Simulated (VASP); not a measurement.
# InSb (P4/mmm) in VASP: notebook, part 2 of 2

VASP 6.6.1.

## 3. Single point, PBEsol

This run uses another cell than the first one, of the same volume but with other edges.

INCAR

```
SYSTEM = InSb
PREC = Accurate ; ENCUT = 520
EDIFF = 1E-6 ; ISMEAR = 0
SIGMA = 0.15 ; LREAL = .False.
LASPH = .True. ; NELM = 100
ALGO = Normal ; ISIF = 2
LWAVE = .False. ; LCHARG = .False.
GGA = PS ; NBANDS = 16
```

KPOINTS

```
regular mesh
0
Gamma
  18 18 10
  0 0 0
```

POSCAR

```
InSb
1.0
    2.8952441445      0.0000000000      0.0000000000
    0.0000000000      2.8952441445      0.0000000000
    0.0000000000      0.0000000000      7.0187774477
In Sb
1 1
Direct
    0.0000000000      0.0000000000      0.0000000000
    0.0000000000      0.0000000000      0.5000000000
```

Potentials or basis: VASP PAW PBE potentials, release 64 (In_d, Sb).

Run with:

```sh
cat potpaw_PBE.64/In_d/POTCAR potpaw_PBE.64/Sb/POTCAR > POTCAR
mpirun -np 1 vasp_std > vasp.out
```

OUTCAR:

```text
SYSTEM = InSb
   PREC = Accurate
   ENCUT = 520
   EDIFF = 1E-6
   ISMEAR = 0
   LREAL = .False.
   LASPH = .True.
   NELM = 100
   ISIF = 2
   GGA = PS

 ion  position               nearest neighbor table
   1  0.000  0.000  0.000-   2 3.51   2 3.51
   2  0.000  0.000  0.500-   1 3.51   1 3.51

  LATTYP: Found a simple tetragonal cell.
 ALAT       =     2.8952441445
 C/A-ratio  =     2.4242437243

  Lattice vectors:

 A1 = (   2.8952441445,   0.0000000000,   0.0000000000)
 A2 = (   0.0000000000,   2.8952441445,   0.0000000000)
 A3 = (   0.0000000000,   0.0000000000,   7.0187774477)

Analysis of symmetry for initial positions (statically):
=====================================================================
 Subroutine PRICEL returns:
 Original cell was already a primitive cell.

 Routine SETGRP: Setting up the symmetry group for a
 simple tetragonal supercell.

 Subroutine GETGRP returns: Found 16 space group operations
 (whereof 16 operations were pure point group operations)
 out of a pool of 16 trial point group operations.

The static configuration has the point symmetry D_4h.

Analysis of symmetry for dynamics (positions and initial velocities):
=====================================================================
 Subroutine PRICEL returns:
 Original cell was already a primitive cell.

 Routine SETGRP: Setting up the symmetry group for a
 simple tetragonal supercell.

 Subroutine GETGRP returns: Found 16 space group operations
 (whereof 16 operations were pure point group operations)
 out of a pool of 16 trial point group operations.

The dynamic configuration has the point symmetry D_4h.

 Subroutine INISYM returns: Found 16 space group operations
 (whereof 16 operations are pure point group operations),
 and found     1 'primitive' translations

----------------------------------------------------------------------------------------

                                     Primitive cell

  volume of cell :      58.8345

  direct lattice vectors                    reciprocal lattice vectors
     2.895244144  0.000000000  0.000000000     0.345394015  0.000000000  0.000000000
     0.000000000  2.895244144  0.000000000     0.000000000  0.345394015  0.000000000
     0.000000000  0.000000000  7.018777448     0.000000000  0.000000000  0.142474955

  length of vectors
     2.895244144  2.895244144  7.018777448     0.345394015  0.345394015  0.142474955

  position of ions in fractional coordinates (direct lattice)
     0.000000000  0.000000000  0.000000000
     0.000000000  0.000000000  0.500000000

  ion indices of the primitive-cell ions
   primitive index   ion index
                 1           1
                 2           2

----------------------------------------------------------------------------------------

 KPOINTS: regular mesh

Automatic generation of k-mesh.
 Grid dimensions read from file:
 generate k-points for:   18   18   10

 Generating k-lattice:

  Cartesian coordinates                     Fractional coordinates (reciprocal lattice)
     0.019188556  0.000000000  0.000000000     0.055555556  0.000000000  0.000000000
     0.000000000  0.019188556  0.000000000     0.000000000  0.055555556  0.000000000
     0.000000000  0.000000000  0.014247495     0.000000000  0.000000000  0.100000000

  Length of vectors
     0.019188556  0.019188556  0.014247495

  Shift w.r.t. Gamma in fractional coordinates (k-lattice)
     0.000000000  0.000000000  0.000000000

 Subroutine IBZKPT returns following result:
 ===========================================

 Found    330 irreducible k-points:

 Following reciprocal coordinates:
            Coordinates               Weight
  0.000000  0.000000  0.000000      1.000000
  0.055556  0.000000  0.000000      4.000000
  0.111111  0.000000  0.000000      4.000000
  0.166667  0.000000  0.000000      4.000000
  0.222222  0.000000  0.000000      4.000000
  0.277778  0.000000  0.000000      4.000000
[... 16 lines left out ...]
  0.277778  0.111111  0.000000      8.000000
  0.333333  0.111111  0.000000      8.000000
 [... further k-points ...]
   k-points           NKPTS =    330   k-points in BZ     NKDIM =    330   number of bands    NBANDS=     16
   number of dos      NEDOS =    301   number of ions     NIONS =      2
   total plane-waves  NPLWV =  31104
   dimension x,y,z NGX =    24 NGY =   24 NGZ =   54
   dimension x,y,z NGXF=    48 NGYF=   48 NGZF=  108
   ions per type =               1   1
   NGX,Y,Z   is equivalent  to a cutoff of  13.78, 13.78, 12.79 a.u.
   NGXF,Y,Z  is equivalent  to a cutoff of  27.56, 27.56, 25.58 a.u.
 SYSTEM =  InSb
   PREC   = accura    normal or accurate (medium, high low for compatibility)
   ISTART =      0    job   : 0-new  1-cont  2-samecut
   ICHARG =      2    charge: 1-file 2-atom 10-const
   ISPIN  =      1    spin polarized calculation?
   LNONCOLLINEAR =      F non collinear calculations
   LSORBIT =      F    spin-orbit coupling
   LASPH  =      T    aspherical Exc in radial PAW
   ENCUT  =  520.0 eV  38.22 Ry    6.18 a.u.   5.38  5.38 13.05*2*pi/ulx,y,z
   NELM   =    100;   NELMIN=  2; NELMDL= -5     # of ELM steps
   EDIFF  = 0.1E-05   stopping-criterion for ELM
   LREAL  =      F    real-space projection
   EDIFFG = 0.1E-04   stopping-criterion for IOM
   NSW    =      0    number of steps for IOM
   IBRION =     -1    ionic relax: 0-MD 1-quasi-New 2-CG
   NFREE  =      0    steps in history (QN), initial steepest desc. (CG)
   ISIF   =      2    stress and relaxation
   ISYM   =      2    0-nonsym 1-usesym 2-fastsym
   POTIM  = 0.5000    time-step for ionic-motion
   TEBEG  =    0.0;   TEEND  =   0.0 temperature during run
   PSTRESS=    0.0 pullay stress
   NELECT =      18.0000    total number of electrons
   NUPDOWN=      -1.0000    fix difference up-down
   EMIN   =  10.00;   EMAX   =-10.00  energy-range for DOS
   EFERMI =   0.00;   METHOD = LEGACY
   ISMEAR =     0;   SIGMA  =   0.15  broadening in eV -4-tet -1-fermi 0-gaus
   EFERMI_NEDOS =   21; number of points for ismear=-14 and -15
   IALGO  =     38    algorithm
   IMIX   =      4    mixing-type and parameters
     AMIX     =   0.40;   BMIX     =  1.00
     AMIX_MAG =   1.60;   BMIX_MAG =  1.00
  volume/ion in A,a.u.               =      29.42       198.52
  Fermi-wavevector in a.u.,A,eV,Ry     =   1.103117  2.084590 16.556493  1.216868
  Thomas-Fermi vector in A             =   2.239571
   LORBIT       =      0    0 simple, 1 ext, 2 COOP (PROOUT), +10 PAW based schemes
   GGA     = PS    functional components
   LHFCALC =     F    Hartree Fock is set to
   AEXX    =    0.0000 exact exchange contribution
   IVDW    =     0    specifies the selected vdW correction
   LEPSILON=     F    determine dielectric tensor
   LRPA    =     F    only Hartree local field effects (RPA)
 non-spin polarized calculation
 Gauss-broadening in eV      SIGMA  =   0.15
  energy-cutoff  :      520.00
  volume of cell :       58.83
 maximum number of plane-waves:      1613
 NGX is ok and might be reduce to    24

 number of electron      17.9999997 magnetization

 Free energy of the ion-electron system (eV)
  ---------------------------------------------------
  ext. energy  EPLUGINS =         0.00000000
  ---------------------------------------------------
  free energy    TOTEN  =        -7.10074148 eV

  energy without entropy =       -7.08558258  energy(sigma->0) =       -7.09316203

 E-fermi :   6.5661     XC(G=0):  -9.7509

 val. band max:        6.5657242546   @ k =   0.1667   0.1111   0.4000
 cond. band min:       6.5718899809   @ k =   0.2222   0.0556   0.4000
 fundamental gap:      0.0061657263
 Fermi energy:         6.5661199010

 k-point     1 :       0.0000    0.0000    0.0000
  band No.  band energies     occupation
      1      -8.6310      2.00000
      2      -8.2731      2.00000
      3      -7.7497      2.00000
      4      -7.7497      2.00000
      5      -7.5888      2.00000
      6      -5.7241      2.00000
[... 8 lines left out ...]
     15      16.5234      0.00000
     16      17.3404      0.00000
[... 419 lines left out ...]
 k-point    24 :       0.3333    0.1111    0.0000
  band No.  band energies     occupation
      1      -8.3015      2.00000
      2      -8.0353      2.00000
      3      -7.8652      2.00000
      4      -7.8172      2.00000
      5      -7.7687      2.00000
      6      -3.5520      2.00000
[... 8 lines left out ...]
     15      16.3911      0.00000
     16      18.3566      0.00000

 [... further k-points ...]

------------------------ aborting loop because EDIFF is reached ----------------------------------------

  FORCE on cell =-STRESS in cart. coord.  units (eV):
  Direction    XX          YY          ZZ          XY          YZ          ZX
  --------------------------------------------------------------------------------------
  -------------------------------------------------------------------------------------
  Total        2.2482879      2.2482879     -2.5803275      0.0000000      0.0000000     -0.0000000
  in kB       61.2252622     61.2252622    -70.2673468      0.0000000      0.0000000     -0.0000000
  external PRESSURE =      17.3943925 kB  Pullay stress =       0.0000000 kB

 VOLUME and BASIS-vectors are now :
 -----------------------------------------------------------------------------
  energy-cutoff  :      520.00
  volume of cell :       58.83
      direct lattice vectors                 reciprocal lattice vectors
     2.895244144  0.000000000  0.000000000     0.345394015  0.000000000  0.000000000
     0.000000000  2.895244144  0.000000000     0.000000000  0.345394015  0.000000000
     0.000000000  0.000000000  7.018777448     0.000000000  0.000000000  0.142474955

 POSITION                                       TOTAL-FORCE (eV/Angst)
 -----------------------------------------------------------------------------------
      0.00000      0.00000      0.00000         0.000000      0.000000      0.000000
      0.00000      0.00000      3.50939         0.000000      0.000000      0.000000
 -----------------------------------------------------------------------------------
    total drift:                                0.000000     -0.000000      0.000000

  FREE ENERGIE OF THE ION-ELECTRON SYSTEM (eV)
  ---------------------------------------------------
  free  energy   TOTEN  =        -7.1007414832 eV

  energy  without entropy=       -7.0855825775  energy(sigma->0) =       -7.09316203
```

OSZICAR:

```text
N       E                     dE             d eps       ncg     rms          rms(c)
DAV:   1     0.110373422893E+03    0.11037E+03   -0.80076E+03 10584   0.117E+03
DAV:   2    -0.241739102305E+00   -0.11062E+03   -0.10711E+03 11880   0.293E+02
DAV:   3    -0.696435730782E+01   -0.67226E+01   -0.66490E+01 13720   0.712E+01
DAV:   4    -0.714152444643E+01   -0.17717E+00   -0.17711E+00 13368   0.125E+01
DAV:   5    -0.714982923454E+01   -0.83048E-02   -0.83047E-02 15712   0.225E+00    0.335E+00
DAV:   6    -0.711034668610E+01    0.39483E-01   -0.57353E-02 13960   0.369E+00    0.179E+00
DAV:   7    -0.710115484686E+01    0.91918E-02   -0.26634E-02 14144   0.233E+00    0.343E-01
DAV:   8    -0.710073168884E+01    0.42316E-03   -0.22183E-03 14048   0.622E-01    0.809E-02
DAV:   9    -0.710074100243E+01   -0.93136E-05   -0.12674E-04 15336   0.106E-01    0.384E-02
DAV:  10    -0.710074204749E+01   -0.10451E-05   -0.19132E-05 13240   0.496E-02    0.579E-03
DAV:  11    -0.710074148324E+01    0.56425E-06   -0.83234E-07  9856   0.980E-03
   1 F= -.71007415E+01 E0= -.70931620E+01  d E =-.151589E-01
```

stdout:

```text
POSCAR found type information on POSCAR InSb
 POSCAR found :  2 types and       2 ions
 scaLAPACK will be used
 -----------------------------------------------------------------------------
|                                                                             |
|                                                                             |
|     You enforced a specific xc type in the INCAR file but a different       |
|     I HOPE YOU KNOW WHAT YOU ARE DOING!                                     |
|                                                                             |
 -----------------------------------------------------------------------------

 LDA part: xc-table for (Slater+PW92), standard interpolation
 POSCAR, INCAR and KPOINTS ok, starting setup
 FFT: planning ... GRIDC
 FFT: planning ... GRID_SOFT
 FFT: planning ... GRID
 WAVECAR not read
 entering main loop
```

Run time: 96 s. Hardware: 1 thread of Intel Xeon 6975P-C (Granite Rapids), shared host; peak memory 0.44 GiB.

What came out:

| Property | Result |
| --- | --- |
| Free energy | -7.1007 eV |
| Pressure | 1.7 GPa |
| Band gap on the k mesh | zero (bands 9 and 10 overlap by 4.13 eV) |

Caveat: the PAW data sets were made with another functional, which shifts forces and pressure a little; spin-orbit coupling is left out, which moves the levels of the heavy elements.

## 4. Single point, PBEsol

This run uses another cell than the first one, of the same volume but with other edges.

INCAR

```
SYSTEM = InSb
ALGO = Normal ; EDIFF = 1E-6
ENCUT = 520 ; GGA = PS
ISIF = 2 ; ISMEAR = 0
LASPH = .TRUE. ; LCHARG = .FALSE.
LREAL = .FALSE. ; LWAVE = .FALSE.
NBANDS = 16 ; NELM = 60
PREC = Accurate ; SIGMA = 0.15
```

KPOINTS

```
k-points
0
G
  18 18 10
  0 0 0
```

POSCAR

```
InSb
1.0
    3.1633676196      0.0000000000      0.0000000000
    0.0000000000      3.1633676196      0.0000000000
    0.0000000000      0.0000000000      5.8793934763
In Sb
1 1
Direct
    0.0000000000      0.0000000000      0.0000000000
    0.0000000000      0.0000000000      0.5000000000
```

Run with:

```sh
cat potpaw_PBE.64/In_d/POTCAR potpaw_PBE.64/Sb/POTCAR > POTCAR
mpirun -np 1 vasp_std > vasp.out
```

It took 72 s on 1 thread of Intel Xeon 6975P-C (Granite Rapids), shared host; peak memory 0.43 GiB.

The run converged. Its results:

```yaml
Free_energy: -7.3582 eV
Pressure: -1.8 GPa
Band_gap_on_the_k_mesh: zero (bands 9 and 10 overlap by 5.15 eV)
```

Stress tensor (GPa, compression positive):
```
-4.13  0.00  0.00
 0.00 -4.13  0.00
 0.00  0.00  2.75
```

Levels at points of the mesh, in eV from the Fermi level:
```tsv
k point	band 7	band 8	band 9	band 10	band 11	band 12
(0.00, 0.00, 0.00)	-6.27	-4.61	3.54	3.54	6.77	7.35
(0.50, 0.00, 0.00)	-4.88	-3.14	-2.60	-1.12	3.07	5.40
(0.50, 0.50, 0.00)	-2.92	-2.92	-0.72	0.36	1.18	1.18
(0.00, 0.00, 0.50)	-8.09	0.03	0.97	3.83	3.83	7.32
(0.50, 0.00, 0.50)	-5.21	-4.45	-2.33	2.39	3.53	5.66
(0.50, 0.50, 0.50)	-2.57	-2.57	-2.40	0.12	0.12	3.06
```

Caveat: the PAW data sets were made with another functional, which shifts forces and pressure a little; spin-orbit coupling is left out, which moves the levels of the heavy elements.

## 5. Single point, PBEsol

This run uses another cell than the first one, of the same volume but with other edges.

INCAR

```
PREC     = Accurate       # precision mode
ENCUT    = 520            # plane-wave cutoff, eV
EDIFF    = 1E-7           # SCF threshold, eV
ISMEAR   = 0              # smearing method
SIGMA    = 0.15           # smearing width, eV
LREAL    = F              # projectors in reciprocal space
LASPH    = T              # aspherical terms in the spheres
NELM     = 60             # most SCF steps
ALGO     = Normal         # electronic algorithm
ISIF     = 2              # what is computed and relaxed
LWAVE    = F              # write WAVECAR
LCHARG   = T              # write CHGCAR
GGA      = PS             # functional
LELF     = T              # ELF
LVHAR    = T            
NBANDS   = 16             # bands
```

KPOINTS

```
regular mesh
0
Gamma
  18 18 10
```

POSCAR

```
InSb
1.0
    2.9804468321      0.0000000000      0.0000000000
    0.0000000000      2.9804468321      0.0000000000
    0.0000000000      0.0000000000      6.6232187346
In Sb
1 1
Direct
    0.0000000000      0.0000000000      0.0000000000
    0.0000000000      0.0000000000      0.5000000000
```

Run with:

```sh
cat potpaw_PBE.64/In_d/POTCAR potpaw_PBE.64/Sb/POTCAR > POTCAR
mpirun -np 1 vasp_std > vasp.out
```

It took 91 s on 1 thread of Intel Xeon 6975P-C (Granite Rapids), shared host; peak memory 0.43 GiB.

It converged, with:

```
Free energy            : -7.3231 eV
Pressure               : -0.8 GPa
Band gap on the k mesh : zero (bands 9 and 10 overlap by 5.37 eV)
```

Stress tensor (GPa, compression positive):
```
 1.74  0.00  0.00
 0.00  1.74  0.00
 0.00  0.00 -5.96
```

Levels at points of the mesh, in eV from the Fermi level:
```tsv
k point	band 7	band 8	band 9	band 10	band 11	band 12
(0.00, 0.00, 0.00)	-7.45	-4.58	3.39	4.92	4.92	7.01
(0.50, 0.00, 0.00)	-5.25	-3.45	-2.06	-1.86	2.84	6.32
(0.50, 0.50, 0.00)	-2.87	-2.87	0.74	0.85	0.85	0.99
(0.00, 0.00, 0.50)	-8.20	-1.91	-0.60	5.01	5.01	8.33
(0.50, 0.00, 0.50)	-5.11	-4.41	-2.53	0.96	2.61	5.00
(0.50, 0.50, 0.50)	-2.76	-2.76	-0.63	0.47	0.47	3.04
```

Caveat: the PAW data sets were made with another functional, which shifts forces and pressure a little; spin-orbit coupling is left out, which moves the levels of the heavy elements.

## 6. Single point, PBEsol

This run uses another cell than the first one, of the same volume but with other edges.

INCAR

```
PREC = Accurate
ENCUT = 520
EDIFF = 1E-6
ISMEAR = 0
SIGMA = 0.15
LREAL = F
LASPH = T
NELM = 100
ALGO = Normal
ISIF = 2
LWAVE = F
LCHARG = F
GGA = PS
NBANDS = 16
```

KPOINTS is that of step 5.

POSCAR

```
InSb
1.0
    3.1188072105      0.0000000000      0.0000000000
    0.0000000000      3.1188072105      0.0000000000
    0.0000000000      0.0000000000      6.0485990460
In Sb
1 1
Direct
    0.0000000000      0.0000000000      0.0000000000
    0.0000000000      0.0000000000      0.5000000000
```

Potentials or basis: VASP PAW PBE potentials, release 64 (In_d, Sb).

Run with:

```sh
cat potpaw_PBE.64/In_d/POTCAR potpaw_PBE.64/Sb/POTCAR > POTCAR
mpirun -np 1 vasp_std > vasp.out
```

Wall time 78 s (1 thread of Intel Xeon 6975P-C (Granite Rapids), shared host); peak memory 0.43 GiB.

The run converged. Its results:

| Item | Value |
| --- | --- |
| Free energy | -7.4089 eV |
| Pressure | -2.2 GPa |
| Band gap on the k mesh | zero (bands 9 and 10 overlap by 5.45 eV) |

Stress tensor (GPa, compression positive):
```
-3.16  0.00  0.00
 0.00 -3.16  0.00
 0.00  0.00 -0.24
```

Levels at points of the mesh, in eV from the Fermi level:
```tsv
k point	band 5	band 6	band 7	band 8	band 9	band 10	band 11	band 12	band 13	band 14
(0.00, 0.00, 0.00)	-14.20	-11.45	-6.56	-4.56	3.92	3.92	5.94	7.63	8.34	8.65
(0.50, 0.00, 0.00)	-14.26	-8.95	-4.90	-3.24	-2.38	-1.35	3.02	5.93	8.44	10.51
(0.50, 0.50, 0.00)	-14.03	-6.32	-2.83	-2.83	-0.34	0.48	1.09	1.09	2.72	5.83
(0.00, 0.00, 0.50)	-14.20	-11.29	-8.07	-0.45	0.57	4.15	4.15	7.72	7.73	7.73
(0.50, 0.00, 0.50)	-14.25	-8.88	-4.99	-4.55	-2.35	2.02	3.28	6.12	6.13	6.84
(0.50, 0.50, 0.50)	-14.03	-6.31	-2.56	-2.56	-1.95	0.23	0.23	3.10	4.53	4.89
```

Caveat: the PAW data sets were made with another functional, which shifts forces and pressure a little; spin-orbit coupling is left out, which moves the levels of the heavy elements.

## 7. The runs side by side

| cell | gap on the mesh (eV) | pressure (GPa) |
| --- | --- | --- |
| a = 3.248, b = 3.248, c = 5.577 Å, 2 atoms | none | 0.2 |
| a = 2.895, b = 2.895, c = 7.019 Å, 2 atoms | none | 1.7 |
| a = 3.163, b = 3.163, c = 5.879 Å, 2 atoms | none | -1.8 |
| a = 2.980, b = 2.980, c = 6.623 Å, 2 atoms | none | -0.8 |
| a = 3.119, b = 3.119, c = 6.049 Å, 2 atoms | none | -2.2 |

Alike in all rows: task single point; level PBEsol; potentials or basis VASP PAW PBE potentials, release 64 (In_d, Sb); no spin polarisation; k mesh 18 × 18 × 10; cutoff (eV) 520; smearing gaussian 0.15 eV.

Caveats: the PAW data sets were made with another functional, which shifts forces and pressure a little; spin-orbit coupling is left out, which moves the levels of the heavy elements.

Absolute energies hang on the potentials; compare differences alone.
